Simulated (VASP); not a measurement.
# Pb: single point with PBE

Pb:

```xyz
1
Lattice="0.0000 2.4718 2.4718 2.4718 0.0000 2.4718 2.4718 2.4718 0.0000" Properties=species:S:1:pos:R:3 pbc="T T T"
Pb    0.0000    0.0000    0.0000
```

```yaml
Program: VASP 6.6.1
Task: single point
Functional: PBE
Potentials_or_basis: VASP PAW PBE potentials, release 64 (Pb_d)
Cutoff: 520 eV
k_mesh: 37 × 37 × 37
Occupations: fermi-dirac, width 0.0612256 eV
Spin: no spin polarisation
Dipole_correction: no
Further_INCAR_settings: ALGO = Normal; EDIFF = 1e-06; NBANDS = 13
```

| Item | Value |
| --- | --- |
| Pressure | 2.6 GPa |
| Band gap on the k mesh | zero (bands 7 and 8 overlap by 9.10 eV) |

Levels at points of the mesh, in eV from the Fermi level:
```
           k point  band 4  band 5  band 6  band 7  band 8  band 9  band 10  band 11
(0.00, 0.00, 0.00)  -16.97  -16.97  -11.82    7.41    7.41    7.41     9.73    11.35
```

Run time: 11 min on 1 thread of Oxide Virtual Turin-like Processor (shared host), peak memory 0.54 GiB.

Caveat: spin-orbit coupling is left out, which moves the levels of the heavy elements.
